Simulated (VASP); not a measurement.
Here is a VASP 6.6.1 calculation.

INCAR

```
SYSTEM = Os
ALGO     = Normal         ! electronic algorithm
EDIFF    = 1E-6           ! SCF threshold, eV
ENCUT    = 520            ! plane-wave cutoff, eV
GGA      = PS             ! functional
ISIF     = 2              ! what is computed and relaxed
ISMEAR   = -1             ! smearing method
LASPH    = .TRUE.         ! aspherical terms in the spheres
LCHARG   = .FALSE.        ! write CHGCAR
LREAL    = .FALSE.        ! projectors in reciprocal space
LWAVE    = .FALSE.        ! write WAVECAR
NBANDS   = 10             ! bands
NELM     = 60             ! most SCF steps
PREC     = Accurate       ! precision mode
SIGMA    = 0.1            ! smearing width, eV
```

KPOINTS

```
k-points
0
G
  14 14 14
  0 0 0
```

File POSCAR:

```
Os
1.0
    2.5965179000      0.0000000000      0.0000000000
    0.0000000000      2.5965179000      0.0000000000
    0.0000000000      0.0000000000      2.5965179000
Os
1
Direct
    0.0000000000      0.0000000000      0.0000000000
```

Potentials or basis: VASP PAW PBE potentials, release 64 (Os).

Launch:

```console
$ cat potpaw_PBE.64/Os/POTCAR > POTCAR
$ mpirun -np 1 vasp_std > vasp.out
```

Task: Predict the band gap on the k mesh.

Result: Zero (band 4 reaches 10.95 eV, above the bottom of band 5 at 5.51 eV).

Task: Estimate the pressure.

Result: -18.9 GPa.

Caveat: the PAW data sets were made with another functional, which shifts forces and pressure a little; spin-orbit coupling is left out, which moves the levels of the heavy elements.
